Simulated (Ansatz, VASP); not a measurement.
## Two plane-wave programs on Sn3GeSe

Contents of INCAR:

```
ALGO = Normal ; EDIFF = 1E-7
EDIFFG = -0.04 ; ENCUT = 600
GGA = PE ; IBRION = 2
ISIF = 3 ; ISMEAR = 0
LASPH = T ; LCHARG = F
LREAL = F ; LWAVE = F
NELM = 100 ; NSW = 90
PREC = Accurate ; SIGMA = 0.1
```

File KPOINTS:

```
k-points
0
Gamma
  4 4 4
```

The input POSCAR:

```
Sn3GeSe
1.0
    5.0962299100      0.0000000000      0.0000000000
    0.0000000000      5.0962299100      0.0000000000
    0.0000000000      0.0000000000      5.0962299100
Sn Ge Se
3 1 1
Direct
    0.5000000000      0.5000000000      0.0000000000
    0.0000000000      0.5000000000      0.5000000000
    0.5000000000      0.0000000000      0.5000000000
    0.0000000000      0.0000000000      0.0000000000
    0.5000000000      0.5000000000      0.5000000000
```

Input for Ansatz:

```yaml
crystal:
  lattice:
    - [5.09622991, 0.0, 0.0]
    - [0.0, 5.09622991, 0.0]
    - [0.0, 0.0, 5.09622991]
  atoms:
    - { symbol: Sn, position: [0.5, 0.5, 0.0] }
    - { symbol: Sn, position: [0.0, 0.5, 0.5] }
    - { symbol: Sn, position: [0.5, 0.0, 0.5] }
    - { symbol: Ge, position: [0.0, 0.0, 0.0] }
    - { symbol: Se, position: [0.5, 0.5, 0.5] }
basis:
  ecutwfc: 420
kpoints:
  mp_grid: { grid: [4, 4, 4] }
hamiltonian:
  xc: pbe
scf:
  occupations: { method: gaussian, width: 0.1 }
  lower_state_search: "off"
output:
  forces: true
  stress: true
  eigenvalues: true
relax:
  adjacent_minimum: "off"
  f_tol: 0.04
  max_steps: 70
  cell: { stress_tol: 0.4 }
```

Change from the starting cell: species swapped into the Pr3InN type (Pm-3m, No. 221).

Alike in both runs: task relaxation of cell and atoms; functional PBE; k mesh 4 × 4 × 4; occupations gaussian, width 0.1 eV; no spin polarisation.

|  | VASP | Ansatz |
| --- | --- | --- |
| version | VASP 6.6.1 | Ansatz 0.2.0 |
| potentials or method | VASP PAW PBE potentials, release 64 (Sn_d, Ge_d, Se), cutoff 600 eV | scalar-relativistic, plane waves, PAW |
| valence electrons in the cell | 62 | 72 |

Ansatz gave:

| Item | Value |
| --- | --- |
| gap on the k mesh at the Fermi level, each at its own relaxed structure (eV) | none |
| relaxed volume (Å³/atom) | 33.98 |
| relaxed cell length with the largest relative difference (Å) | 5.539 |

Question: Estimate VASP's values.

Answer: gap on the k mesh at the Fermi level, each at its own relaxed structure (eV): none; relaxed volume (Å³/atom): 33.91; relaxed cell length with the largest relative difference (Å): 5.535.

A gap of «none» marks a metal or a gap that the smearing closes. VASP's potentials hold 62 valence electrons a cell and Ansatz's 72, so a difference there can come from the potentials and not from the codes.

Noted on VASP's run: the volume moved by over 15 % at a fixed basis, so the end points are rough.
